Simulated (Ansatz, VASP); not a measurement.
**Ti2WC3: VASP beside Ansatz**

```
Ti W C
1.0
     3.06767    0.00000    0.00000
    -1.53383    2.65668    0.00000
     0.00000    0.00000    7.53740
Ti W C
2 1 3
Direct
  0.33333 0.66667 0.66599
  0.66667 0.33333 0.33401
  0.00000 0.00000 0.00000
  0.66667 0.33333 0.83250
  0.00000 0.00000 0.50000
  0.33333 0.66667 0.16750
```

Alike in both runs: functional PBE; k mesh 12 × 12 × 6; occupations gaussian, width 0.1 eV; no spin polarisation.

Ansatz relaxed the structure, and its values are those at the end. VASP's run is a single point on that final structure, the one shown.

|  | VASP | Ansatz |
| --- | --- | --- |
| version | VASP 6.6.1 | Ansatz 0.2.0 |
| potentials or method | VASP PAW PBE potentials, release 64 (Ti_sv, W_sv, C), cutoff 520 eV | scalar-relativistic, plane waves, PAW |
| valence electrons in the cell | 50 | 50 |

Ansatz gave:

* gap on the k mesh at the Fermi level (eV): none
* pressure (GPa): 0.0
* rms of the force components (eV/Å): 0.001

Question: What did VASP give for the same quantities?

Answer: gap on the k mesh at the Fermi level (eV): none; pressure (GPa): 0.4; rms of the force components (eV/Å): 0.007.

A gap of «none» marks a metal or a gap that the smearing closes. The functional is the same, so the differences come from potentials, cutoffs and numerics.

Neither program's run includes spin-orbit coupling.
